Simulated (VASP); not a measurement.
# Hf (P6/mmm) in VASP: further runs

Hf is run at these levels: revPBE; tasks: single point.

Program: VASP 6.6.1. These are calculated values, not measurements. Logs are shortened: lines on timing, memory, paths and dates and some standing lists are left out, and cuts for length are marked.

## (1) The cell of the first run

The structure is hexagonal, space group P6/mmm (No. 191). Conventional cell: a = 4.818 Å, b = 4.818 Å, c = 2.990 Å, α = 90.00°, β = 90.00°, γ = 120.00°. Within 3.9 Å of Hf (site symmetry 6/mmm) lie 14 Hf at 2.99 to 3.16 Å. Hf (site symmetry -6m2) has 11 Hf at 2.78 to 3.16 Å within 3.7 Å.

This isn't the form of Hf at room conditions, which is hcp.

## (2) Single point, revPBE (20.04 Å³/atom)

File INCAR:

```
PREC = Accurate ; ENCUT = 520
EDIFF = 1E-6 ; ISMEAR = -1
SIGMA = 0.1 ; LREAL = False
LASPH = True ; NELM = 80
ALGO = Normal ; ISIF = 2
LWAVE = False ; LCHARG = False
GGA = RE ; NBANDS = 22
```

File KPOINTS:

```
Automatic mesh
0
Gamma
  8 8 11
```

File POSCAR:

```
Hf
1.0
    4.8183108462      0.0000000000      0.0000000000
   -2.4091554231      4.1727795961      0.0000000000
    0.0000000000      0.0000000000      2.9895496999
Hf
3
Direct
    1.0000000000      1.0000000000      0.0000000000
    0.3333333333      0.6666666667      0.5000000000
    0.6666666667      0.3333333333      0.5000000000
```

Potentials or basis: VASP PAW PBE potentials, release 64 (Hf_pv).

Run with:

```
> cat potpaw_PBE.64/Hf_pv/POTCAR > POTCAR
> mpirun -np 1 vasp_std > vasp.out
```

OUTCAR:

```text
PREC = Accurate
   ENCUT = 520
   EDIFF = 1E-6
   ISMEAR = -1
   LREAL = False
   LASPH = True
   NELM = 80
   ISIF = 2
   GGA = RE

 ion  position               nearest neighbor table
   1  0.000  0.000  0.000-   2 3.16   3 3.16   2 3.16   3 3.16   2 3.16   2 3.16   3 3.16   3 3.16
                             3 3.16   3 3.16   2 3.16   2 3.16
   2  0.333  0.667  0.500-   3 2.78   3 2.78   3 2.78   1 3.16   1 3.16   1 3.16   1 3.16   1 3.16
                             1 3.16
   3  0.667  0.333  0.500-   2 2.78   2 2.78   2 2.78   1 3.16   1 3.16   1 3.16   1 3.16   1 3.16
                             1 3.16

  LATTYP: Found a hexagonal cell.
 ALAT       =     4.8183108462
 C/A-ratio  =     0.6204559638

  Lattice vectors:

 A1 = (   4.8183108462,   0.0000000000,   0.0000000000)
 A2 = (  -2.4091554231,   4.1727795961,   0.0000000000)
 A3 = (   0.0000000000,   0.0000000000,   2.9895496999)

Analysis of symmetry for initial positions (statically):
=====================================================================
 Subroutine PRICEL returns:
 Original cell was already a primitive cell.

 Routine SETGRP: Setting up the symmetry group for a
 hexagonal supercell.

 Subroutine GETGRP returns: Found 24 space group operations
 (whereof 24 operations were pure point group operations)
 out of a pool of 24 trial point group operations.

The static configuration has the point symmetry D_6h.

Analysis of symmetry for dynamics (positions and initial velocities):
=====================================================================
 Subroutine PRICEL returns:
 Original cell was already a primitive cell.

 Routine SETGRP: Setting up the symmetry group for a
 hexagonal supercell.

 Subroutine GETGRP returns: Found 24 space group operations
 (whereof 24 operations were pure point group operations)
 out of a pool of 24 trial point group operations.

The dynamic configuration has the point symmetry D_6h.

 Subroutine INISYM returns: Found 24 space group operations
 (whereof 24 operations are pure point group operations),
 and found     1 'primitive' translations

----------------------------------------------------------------------------------------

                                     Primitive cell

  volume of cell :      60.1071

  direct lattice vectors                    reciprocal lattice vectors
     4.818310846  0.000000000  0.000000000     0.207541612  0.119824206  0.000000000
    -2.409155423  4.172779596  0.000000000     0.000000000  0.239648411  0.000000000
     0.000000000  0.000000000  2.989549700     0.000000000  0.000000000  0.334498537

  length of vectors
     4.818310846  4.818310846  2.989549700     0.239648411  0.239648411  0.334498537

  position of ions in fractional coordinates (direct lattice)
     0.000000000  0.000000000  0.000000000
     0.333333333  0.666666667  0.500000000
     0.666666667  0.333333333  0.500000000

  ion indices of the primitive-cell ions
   primitive index   ion index
                 1           1
                 2           2
                 3           3

----------------------------------------------------------------------------------------

 KPOINTS: Automatic mesh

Automatic generation of k-mesh.
 Grid dimensions read from file:
 generate k-points for:    8    8   11

 Generating k-lattice:

  Cartesian coordinates                     Fractional coordinates (reciprocal lattice)
     0.025942701  0.014978026  0.000000000     0.125000000  0.000000000  0.000000000
     0.000000000  0.029956051  0.000000000     0.000000000  0.125000000  0.000000000
     0.000000000  0.000000000  0.030408958     0.000000000  0.000000000  0.090909091

  Length of vectors
     0.029956051  0.029956051  0.030408958

  Shift w.r.t. Gamma in fractional coordinates (k-lattice)
     0.000000000  0.000000000  0.000000000

 Subroutine IBZKPT returns following result:
 ===========================================

 Found     60 irreducible k-points:

 Following reciprocal coordinates:
            Coordinates               Weight
  0.000000  0.000000  0.000000      1.000000
  0.125000  0.000000  0.000000      6.000000
  0.250000  0.000000  0.000000      6.000000
  0.375000 -0.000000  0.000000      6.000000
  0.500000  0.000000  0.000000      3.000000
  0.125000  0.125000  0.000000      6.000000
[... 16 lines left out ...]
  0.250000  0.000000  0.181818     12.000000
  0.375000 -0.000000  0.181818     12.000000
 [... further k-points ...]
   k-points           NKPTS =     60   k-points in BZ     NKDIM =     60   number of bands    NBANDS=     22
   number of dos      NEDOS =    301   number of ions     NIONS =      3
   total plane-waves  NPLWV =  31104
   dimension x,y,z NGX =    36 NGY =   36 NGZ =   24
   dimension x,y,z NGXF=    72 NGYF=   72 NGZF=   48
   ions per type =               3
   NGX,Y,Z   is equivalent  to a cutoff of  12.42, 12.42, 13.35 a.u.
   NGXF,Y,Z  is equivalent  to a cutoff of  24.84, 24.84, 26.69 a.u.
[... 70 lines left out ...]

 k-point     2 :       0.1250    0.0000    0.0000
  band No.  band energies     occupation
      1     -25.1231      2.00000
      2     -25.0911      2.00000
      3     -24.8274      2.00000
      4     -24.8112      2.00000
      5     -24.4178      2.00000
      6     -24.1512      2.00000
[... 14 lines left out ...]
     21       8.2112      0.00000
     22       9.4640      0.00000

 k-point     3 :       0.2500    0.0000    0.0000
  band No.  band energies     occupation
      1     -25.2363      2.00000
      2     -25.1060      2.00000
      3     -24.6981      2.00000
      4     -24.6670      2.00000
      5     -24.3890      2.00000
      6     -24.1963      2.00000
[... 14 lines left out ...]
     21       8.6624      0.00000
     22      10.2664      0.00000

 k-point     4 :       0.3750   -0.0000    0.0000
  band No.  band energies     occupation
      1     -25.3111      2.00000
      2     -25.0218      2.00000
      3     -24.6735      2.00000
      4     -24.6053      2.00000
      5     -24.3545      2.00000
      6     -24.2839      2.00000
[... 14 lines left out ...]
     21       9.5674      0.00000
     22       9.8462      0.00000

 k-point     5 :       0.5000    0.0000    0.0000
  band No.  band energies     occupation
      1     -25.3372      2.00000
      2     -24.8900      2.00000
      3     -24.8116      2.00000
      4     -24.5711      2.00000
      5     -24.3374      2.00000
      6     -24.2814      2.00000
[... 14 lines left out ...]
     21       8.9197      0.00000
     22      10.4092      0.00000

 k-point     6 :       0.1250    0.1250    0.0000
  band No.  band energies     occupation
      1     -25.1819      2.00000
      2     -25.1434      2.00000
      3     -24.7313      2.00000
      4     -24.6918      2.00000
      5     -24.3980      2.00000
      6     -24.1599      2.00000
[... 14 lines left out ...]
     21       8.4767      0.00000
     22      10.1701      0.00000

 k-point     7 :       0.2500    0.1250    0.0000
  band No.  band energies     occupation
      1     -25.2490      2.00000
      2     -25.1141      2.00000
      3     -24.6901      2.00000
      4     -24.5687      2.00000
      5     -24.3661      2.00000
      6     -24.2866      2.00000
[... 324 lines left out ...]
      6     -24.3583      2.00000
[... 14 lines left out ...]
     21       8.6925      0.00000
     22      10.5470      0.00000

 k-point    21 :       0.0000    0.0000    0.1818
  band No.  band energies     occupation
      1     -24.9850      2.00000
      2     -24.9850      2.00000
      3     -24.8891      2.00000
      4     -24.8891      2.00000
      5     -24.6299      2.00000
      6     -24.4003      2.00000
[... 14 lines left out ...]
     21       8.1852      0.00000
     22       9.6200      0.00000

 k-point    22 :       0.1250    0.0000    0.1818
  band No.  band energies     occupation
      1     -25.0697      2.00000
      2     -25.0416      2.00000
      3     -24.8022      2.00000
      4     -24.7971      2.00000
      5     -24.6144      2.00000
      6     -24.4069      2.00000
[... 14 lines left out ...]
     21       8.0926      0.00000
     22       9.9535      0.00000

 k-point    23 :       0.2500    0.0000    0.1818
  band No.  band energies     occupation
      1     -25.1691      2.00000
      2     -25.0615      2.00000
      3     -24.6986      2.00000
      4     -24.6976      2.00000
      5     -24.5931      2.00000
      6     -24.3961      2.00000
[... 14 lines left out ...]
     21       8.4248      0.00000
     22      10.4523      0.00000

 k-point    24 :       0.3750   -0.0000    0.1818
  band No.  band energies     occupation
      1     -25.2362      2.00000
      2     -25.0035      2.00000
      3     -24.7444      2.00000
      4     -24.6252      2.00000
      5     -24.5344      2.00000
      6     -24.3494      2.00000
[... 14 lines left out ...]
     21       9.1421      0.00000
     22       9.7741      0.00000

 [... further k-points ...]

------------------------ aborting loop because EDIFF is reached ----------------------------------------

  FORCE on cell =-STRESS in cart. coord.  units (eV):
  Direction    XX          YY          ZZ          XY          YZ          ZX
  --------------------------------------------------------------------------------------
  -------------------------------------------------------------------------------------
  Total        5.9067075      5.9067075      6.1551186      0.0000000      0.0000000      0.0000000
  in kB      157.4454119    157.4454119    164.0668993      0.0000000      0.0000000      0.0000000
  external PRESSURE =     159.6525743 kB  Pullay stress =       0.0000000 kB

 VOLUME and BASIS-vectors are now :
 -----------------------------------------------------------------------------
  energy-cutoff  :      520.00
  volume of cell :       60.11
      direct lattice vectors                 reciprocal lattice vectors
     4.818310846  0.000000000  0.000000000     0.207541612  0.119824206  0.000000000
    -2.409155423  4.172779596  0.000000000     0.000000000  0.239648411  0.000000000
     0.000000000  0.000000000  2.989549700     0.000000000  0.000000000  0.334498537

 POSITION                                       TOTAL-FORCE (eV/Angst)
 -----------------------------------------------------------------------------------
      0.00000      0.00000      0.00000         0.000000      0.000000     -0.000000
     -0.00000      2.78185      1.49477        -0.000000      0.000000      0.000000
      2.40916      1.39093      1.49477         0.000000     -0.000000     -0.000000
 -----------------------------------------------------------------------------------
    total drift:                                0.000000      0.000000     -0.000000

  FREE ENERGIE OF THE ION-ELECTRON SYSTEM (eV)
  ---------------------------------------------------
  free  energy   TOTEN  =       -28.2978884752 eV

  energy  without entropy=      -28.2205018316  energy(sigma->0) =      -28.25919515
```

Run time: 74 s. Hardware: 1 thread of AMD EPYC 7R13, shared host; peak memory 0.18 GiB.

What came out:

```yaml
Free_energy: -28.2979 eV
Pressure: 16.0 GPa
Band_gap_on_the_k_mesh: zero (bands 15 and 16 overlap by 1.06 eV)
```

Levels at points of the mesh, in eV from the Fermi level:
```
           k point  band 12  band 13  band 14  band 15  band 16  band 17  band 18  band 19
(0.00, 0.00, 0.00)    -0.61    -0.61    -0.61    -0.59    -0.59     1.19     2.30     2.30
(0.50, 0.00, 0.00)    -3.84    -0.60    -0.55    -0.44     0.12     0.94     1.45     1.68
```

Caveat: the cell stands under pressure; the PAW data sets were made with another functional, which shifts forces and pressure a little; spin-orbit coupling is left out, which moves the levels of the heavy elements.

## (3) Single point, revPBE (20.95 Å³/atom)

This run uses another cell than the first one, of 20.95 Å³/atom.

File INCAR:

```
PREC = Accurate ; ENCUT = 520
EDIFF = 1E-6 ; ISMEAR = -1
SIGMA = 0.1 ; LREAL = F
LASPH = T ; NELM = 60
ALGO = Normal ; ISIF = 2
LWAVE = F ; LCHARG = F
GGA = RE ; NBANDS = 22
```

File KPOINTS:

```
regular mesh
0
Gamma
  8 8 11
```

File POSCAR:

```
Hf
1.0
    4.8902365374      0.0000000000      0.0000000000
   -2.4451182687      4.2350690720      0.0000000000
    0.0000000000      0.0000000000      3.0341764240
Hf
3
Direct
    1.0000000000      1.0000000000      0.0000000000
    0.3333333333      0.6666666667      0.5000000000
    0.6666666667      0.3333333333      0.5000000000
```

Potentials or basis: VASP PAW PBE potentials, release 64 (Hf_pv).

Run with:

```
> cat potpaw_PBE.64/Hf_pv/POTCAR > POTCAR
> mpirun -np 1 vasp_std > vasp.out
```

It took 73 s on 1 thread of AMD EPYC 7R13, shared host; peak memory 0.19 GiB.

Results (log left out):

| Item | Value |
| --- | --- |
| Free energy | -28.5137 eV |
| Pressure | 9.5 GPa |
| Band gap on the k mesh | zero (bands 15 and 16 overlap by 1.00 eV) |

Stress tensor (GPa, compression positive):
```
9.29 0.00 0.00
0.00 9.29 0.00
0.00 0.00 9.78
```

Levels at points of the mesh, in eV from the Fermi level:
```csv
k point,band 12,band 13,band 14,band 15,band 16,band 17,band 18,band 19
"(0.00, 0.00, 0.00)",-0.63,-0.63,-0.61,-0.61,-0.61,1.16,2.24,2.24
"(0.50, 0.00, 0.00)",-3.69,-0.53,-0.47,-0.39,0.16,0.91,1.24,1.67
```

Caveat: the cell stands under pressure; the PAW data sets were made with another functional, which shifts forces and pressure a little; spin-orbit coupling is left out, which moves the levels of the heavy elements.

## (4) Single point, revPBE (21.86 Å³/atom)

This run uses another cell than the first one, of 21.86 Å³/atom.

File INCAR:

```
SYSTEM = Hf
PREC = Accurate
ENCUT = 520
EDIFF = 1E-6
ISMEAR = -1
SIGMA = 0.1
LREAL = .FALSE.
LASPH = .TRUE.
NELM = 60
ALGO = Normal
ISIF = 2
LWAVE = .FALSE.
LCHARG = .FALSE.
GGA = RE
NBANDS = 22
```

File KPOINTS:

```
Automatic mesh
0
G
  8 8 11
  0 0 0
```

File POSCAR:

```
Hf
1.0
    4.9601064992      0.0000000000      0.0000000000
   -2.4800532496      4.2955782338      0.0000000000
    0.0000000000      0.0000000000      3.0775276584
Hf
3
Direct
    1.0000000000      1.0000000000      0.0000000000
    0.3333333333      0.6666666667      0.5000000000
    0.6666666667      0.3333333333      0.5000000000
```

Run with:

```
> cat potpaw_PBE.64/Hf_pv/POTCAR > POTCAR
> mpirun -np 1 vasp_std > vasp.out
```

It took 88 s on 1 thread of AMD EPYC 7R13, shared host; peak memory 0.19 GiB.

It converged, with:

- Free energy: -28.6282 eV
- Pressure: 4.1 GPa
- Band gap on the k mesh: zero (bands 15 and 16 overlap by 0.92 eV)

Stress tensor (GPa, compression positive):
```
3.94 0.00 0.00
0.00 3.94 0.00
0.00 0.00 4.28
```

Levels at points of the mesh, in eV from the Fermi level:
| k point | band 12 | band 13 | band 14 | band 15 | band 16 | band 17 | band 18 | band 19 |
| --- | --- | --- | --- | --- | --- | --- | --- | --- |
| (0.00, 0.00, 0.00) | -0.64 | -0.64 | -0.62 | -0.62 | -0.61 | 1.14 | 2.18 | 2.18 |
| (0.50, 0.00, 0.00) | -3.55 | -0.46 | -0.40 | -0.34 | 0.20 | 0.89 | 1.06 | 1.65 |

Caveat: the cell stands under pressure; the PAW data sets were made with another functional, which shifts forces and pressure a little; spin-orbit coupling is left out, which moves the levels of the heavy elements.

## (5) Single point, revPBE (22.77 Å³/atom)

This run uses another cell than the first one, of 22.77 Å³/atom.

File INCAR:

```
PREC = Accurate
ENCUT = 520
EDIFF = 1E-6
ISMEAR = -1
SIGMA = 0.1
LREAL = False
LASPH = True
NELM = 60
ALGO = Normal
ISIF = 2
LWAVE = False
LCHARG = False
GGA = RE
NBANDS = 22
```

File KPOINTS:

```
regular mesh
0
Gamma
  8 8 11
```

File POSCAR:

```
Hf
1.0
    5.0280616080      0.0000000000      0.0000000000
   -2.5140308040      4.3544290843      0.0000000000
    0.0000000000      0.0000000000      3.1196908109
Hf
3
Direct
    1.0000000000      1.0000000000      0.0000000000
    0.3333333333      0.6666666667      0.5000000000
    0.6666666667      0.3333333333      0.5000000000
```

Run with:

```
> cat potpaw_PBE.64/Hf_pv/POTCAR > POTCAR
> mpirun -np 1 vasp_std > vasp.out
```

It took 1.7 min on 1 thread of AMD EPYC 7R13, shared host; peak memory 0.2 GiB.

It converged, with:

| Quantity | Value |
| --- | --- |
| Free energy | -28.6586 eV |
| Pressure | -0.4 GPa |
| Band gap on the k mesh | zero (bands 15 and 16 overlap by 0.89 eV) |

Stress tensor (GPa, compression positive):
```
-0.51  0.00  0.00
 0.00 -0.51  0.00
 0.00  0.00 -0.28
```

Levels at points of the mesh, in eV from the Fermi level:
| k point | band 13 | band 14 | band 15 | band 16 | band 17 | band 18 |
| --- | --- | --- | --- | --- | --- | --- |
| (0.00, 0.00, 0.00) | -0.64 | -0.62 | -0.62 | -0.61 | 1.11 | 2.12 |
| (0.50, 0.00, 0.00) | -0.40 | -0.34 | -0.30 | 0.23 | 0.87 | 0.91 |

Caveat: the PAW data sets were made with another functional, which shifts forces and pressure a little; spin-orbit coupling is left out, which moves the levels of the heavy elements.

## (6) Overview

```tsv
cell	gap on the mesh (eV)	pressure (GPa)
a = 4.818, b = 4.818, c = 2.990 Å, angles 90.0, 90.0, 120.0°, 3 atoms	none	16.0
a = 4.890, b = 4.890, c = 3.034 Å, angles 90.0, 90.0, 120.0°, 3 atoms	none	9.5
a = 4.960, b = 4.960, c = 3.078 Å, angles 90.0, 90.0, 120.0°, 3 atoms	none	4.1
a = 5.028, b = 5.028, c = 3.120 Å, angles 90.0, 90.0, 120.0°, 3 atoms	none	-0.4
```

Alike in all rows: task single point; level revPBE; potentials or basis VASP PAW PBE potentials, release 64 (Hf_pv); no spin polarisation; k mesh 8 × 8 × 11; cutoff (eV) 520; smearing fermi-dirac 0.1 eV.

Caveats: the PAW data sets were made with another functional, which shifts forces and pressure a little; spin-orbit coupling is left out, which moves the levels of the heavy elements; the cell stands under pressure (at least some runs).

Total energies depend on the potentials used, so only differences within one code and one set of settings carry meaning.
